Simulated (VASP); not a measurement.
# SiGe (P6_3mc) in VASP: further runs, part 2 of 2

VASP 6.6.1. The steps go on from the part before.

## 5. Single point, PBEsol (strain +0.050 along x and y, +0.050 along z)

The input, INCAR:

```
  PREC = Accurate
  ENCUT = 520
  EDIFF = 1E-6
  ISMEAR = 0
  SIGMA = 0.03
  LREAL = False
  LASPH = True
  NELM = 100
  ALGO = Normal
  ISIF = 2
  LWAVE = False
  LCHARG = True
  GGA = PS
  LELF = True
  LVHAR = True
  NBANDS = 26
```

The input, KPOINTS:

```
Automatic mesh
0
Gamma
  12 12 6
```

The input, POSCAR:

```
SiGe
1.0
    4.0996738635      0.0000000000      0.0000000000
   -2.0498369318      3.5504217130      0.0000000000
    0.0000000000      0.0000000000      6.7733221500
Si Ge
2 2
Direct
    0.6666666667      0.3333333333      0.8746070000
    0.3333333333      0.6666666667      0.3746070000
    0.6666666667      0.3333333333      0.5003920000
    0.3333333333      0.6666666667      0.0003920000
```

Potentials or basis: VASP PAW PBE potentials, release 64 (Si, Ge_d).

Started as:

```sh
> cat potpaw_PBE.64/Si/POTCAR potpaw_PBE.64/Ge_d/POTCAR > POTCAR
> mpirun -np 1 vasp_std > vasp.out
```

OUTCAR:

```text
PREC = Accurate
   ENCUT = 520
   EDIFF = 1E-6
   ISMEAR = 0
   LREAL = False
   LASPH = True
   NELM = 100
   ISIF = 2
   GGA = PS

 ion  position               nearest neighbor table
   1  0.667  0.333  0.875-   4 2.52   4 2.52   4 2.52   3 2.53
   2  0.333  0.667  0.375-   3 2.52   3 2.52   3 2.52   4 2.53
   3  0.667  0.333  0.500-   2 2.52   2 2.52   2 2.52   1 2.53
   4  0.333  0.667  0.000-   1 2.52   1 2.52   1 2.52   2 2.53

  LATTYP: Found a hexagonal cell.
 ALAT       =     4.0996738635
 C/A-ratio  =     1.6521612147

  Lattice vectors:

 A1 = (   4.0996738635,   0.0000000000,   0.0000000000)
 A2 = (  -2.0498369318,   3.5504217130,   0.0000000000)
 A3 = (   0.0000000000,   0.0000000000,   6.7733221500)

Analysis of symmetry for initial positions (statically):
=====================================================================
 Subroutine PRICEL returns:
 Original cell was already a primitive cell.

 Routine SETGRP: Setting up the symmetry group for a
 hexagonal supercell.

 Subroutine GETGRP returns: Found 12 space group operations
 (whereof  6 operations were pure point group operations)
 out of a pool of 24 trial point group operations.

The static configuration has the point symmetry C_3v.
 The point group associated with its full space group is C_6v.

Analysis of symmetry for dynamics (positions and initial velocities):
=====================================================================
 Subroutine PRICEL returns:
 Original cell was already a primitive cell.

 Routine SETGRP: Setting up the symmetry group for a
 hexagonal supercell.

 Subroutine GETGRP returns: Found 12 space group operations
 (whereof  6 operations were pure point group operations)
 out of a pool of 24 trial point group operations.

The dynamic configuration has the point symmetry C_3v.
 The point group associated with its full space group is C_6v.
[... 119 lines left out ...]
   EFERMI_NEDOS =   21; number of points for ismear=-14 and -15
   IALGO  =     38    algorithm
   IMIX   =      4    mixing-type and parameters
     AMIX     =   0.40;   BMIX     =  1.00
     AMIX_MAG =   1.60;   BMIX_MAG =  1.00
  volume/ion in A,a.u.               =      24.65       166.33
  Fermi-wavevector in a.u.,A,eV,Ry     =   1.170124  2.211214 18.628973  1.369191
  Thomas-Fermi vector in A             =   2.306587
   LORBIT       =      0    0 simple, 1 ext, 2 COOP (PROOUT), +10 PAW based schemes
   GGA     = PS    functional components
   LHFCALC =     F    Hartree Fock is set to
   AEXX    =    0.0000 exact exchange contribution
   IVDW    =     0    specifies the selected vdW correction
   LEPSILON=     F    determine dielectric tensor
   LRPA    =     F    only Hartree local field effects (RPA)
 non-spin polarized calculation
 Gauss-broadening in eV      SIGMA  =   0.03
  energy-cutoff  :      520.00
  volume of cell :       98.59
 maximum number of plane-waves:      2695
   NGX = 15   NGY = 15   NGZ = 25

 number of electron      35.9999971 magnetization

 Free energy of the ion-electron system (eV)
  ---------------------------------------------------
  ext. energy  EPLUGINS =         0.00000000
  ---------------------------------------------------
  free energy    TOTEN  =       -20.83923306 eV

  energy without entropy =      -20.83918676  energy(sigma->0) =      -20.83920991

 E-fermi :   4.1418     XC(G=0):  -9.2474

 val. band max:        4.1238711454   @ k =   0.0000   0.0000   0.0000
 cond. band min:       4.1473937335   @ k =   0.0000   0.0000   0.0000
 fundamental gap:      0.0235225881
 Fermi energy:         4.1418433709

 k-point     1 :       0.0000    0.0000    0.0000
  band No.  band energies     occupation
      1     -20.2971      2.00000
      2     -20.2970      2.00000
      3     -20.2945      2.00000
      4     -20.2945      2.00000
      5     -20.2928      2.00000
      6     -20.2928      2.00000
[... 685 lines left out ...]
     25      10.5103      0.00000
     26      10.8859      0.00000

 [... further k-points ...]

------------------------ aborting loop because EDIFF is reached ----------------------------------------

  FORCE on cell =-STRESS in cart. coord.  units (eV):
  Direction    XX          YY          ZZ          XY          YZ          ZX
  --------------------------------------------------------------------------------------
  -------------------------------------------------------------------------------------
  Total       -5.2603052     -5.2603052     -5.3127733      0.0000000      0.0000000      0.0000000
  in kB      -85.4851234    -85.4851234    -86.3377818      0.0000000      0.0000000      0.0000000
  external PRESSURE =     -85.7693428 kB  Pullay stress =       0.0000000 kB

 VOLUME and BASIS-vectors are now :
 -----------------------------------------------------------------------------
  energy-cutoff  :      520.00
  volume of cell :       98.59
      direct lattice vectors                 reciprocal lattice vectors
     4.099673863  0.000000000  0.000000000     0.243921842  0.140828341  0.000000000
    -2.049836932  3.550421713  0.000000000     0.000000000  0.281656682  0.000000000
     0.000000000  0.000000000  6.773322150     0.000000000  0.000000000  0.147638039

 POSITION                                       TOTAL-FORCE (eV/Angst)
 -----------------------------------------------------------------------------------
      2.04984      1.18347      5.92399        -0.000000      0.000000      0.039095
     -0.00000      2.36695      2.53733         0.000000      0.000000      0.039095
      2.04984      1.18347      3.38932         0.000000     -0.000000     -0.039095
     -0.00000      2.36695      0.00266        -0.000000      0.000000     -0.039095
 -----------------------------------------------------------------------------------
    total drift:                                0.000000      0.000000     -0.000272

  FREE ENERGIE OF THE ION-ELECTRON SYSTEM (eV)
  ---------------------------------------------------
  free  energy   TOTEN  =       -20.8392330616 eV

  energy  without entropy=      -20.8391867612  energy(sigma->0) =      -20.83920991
```

It took 85 s on 1 thread of AMD EPYC 9R45 (Zen 5), shared host; peak memory 0.28 GiB.

What came out:

```yaml
Free_energy: -20.8392 eV
Pressure: -8.6 GPa
Largest_force: 0.039 eV/Å
Band_gap_on_the_k_mesh: 0.02 eV, direct
```

Forces on the atoms (eV/Å):
```
Si   0.000  0.000  0.039
Si   0.000  0.000  0.039
Ge   0.000  0.000 -0.039
Ge   0.000  0.000 -0.039
```

Stress tensor (GPa, compression positive):
```
-8.55  0.00  0.00
 0.00 -8.55  0.00
 0.00  0.00 -8.63
```

Caveat: the cell differs from its parent crystal (strain +0.050 along x and y, +0.050 along z); the PAW data sets were made with another functional, which shifts forces and pressure a little. A k mesh can miss the band edges.

## 6. The runs side by side

```tsv
cell	gap on the mesh (eV)	pressure (GPa)	largest force (eV/Å)
a = 3.709, b = 3.709, c = 6.451 Å, angles 90.0, 90.0, 120.0°, 4 atoms	0.27	10.4	0.73
a = 3.709, b = 3.709, c = 6.773 Å, angles 90.0, 90.0, 120.0°, 4 atoms	0.08	5.9	0.95
a = 3.904, b = 3.904, c = 6.773 Å, angles 90.0, 90.0, 120.0°, 4 atoms	0.29	-3.5	0.30
a = 4.100, b = 4.100, c = 6.773 Å, angles 90.0, 90.0, 120.0°, 4 atoms	0.02	-8.6	0.04
```

Alike in all rows: task single point; level PBEsol; potentials or basis VASP PAW PBE potentials, release 64 (Si, Ge_d); no spin polarisation; k mesh 12 × 12 × 6; cutoff (eV) 520; smearing gaussian 0.03 eV.

Caveats: the PAW data sets were made with another functional, which shifts forces and pressure a little.

Total energies depend on the potentials used, so only differences within one code and one set of settings carry meaning.
